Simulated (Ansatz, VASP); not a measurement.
Two plane-wave programs on Si3Br

```
Si Br
1.0
    -1.83475    1.83475    6.22384
     1.83475   -1.83475    6.22384
     1.83475    1.83475   -6.22384
Si Br
3 1
Direct
  0.50000 0.50000 0.00000
  0.75000 0.25000 0.50000
  0.25000 0.75000 0.50000
  0.00000 0.00000 0.00000
```

Change from the starting cell: species swapped into the Al3V type (I4/mmm, No. 139).

Alike in both runs: functional PBE; k mesh 18 × 18 × 18; occupations gaussian, width 0.1 eV; no spin polarisation.

Ansatz relaxed the structure, and its values are those at the end. VASP's run is a single point on that final structure, the one shown.

|  | VASP | Ansatz |
| --- | --- | --- |
| version | VASP 6.6.1 | Ansatz 0.2.0 |
| potentials or method | VASP PAW PBE potentials, release 64 (Si, Br), cutoff 520 eV | scalar-relativistic, plane waves, PAW |
| valence electrons in the cell | 19 | 19 |

|  | VASP | Ansatz | Ansatz less VASP |
| --- | --- | --- | --- |
| gap on the k mesh at the Fermi level (eV) | none | none | - |
| pressure (GPa) | 0.0 | 0.0 | 0.00 |

A gap of «none» marks a metal or a gap that the smearing closes. With one functional, cell and mesh, what is left measures potentials, basis and numerics.
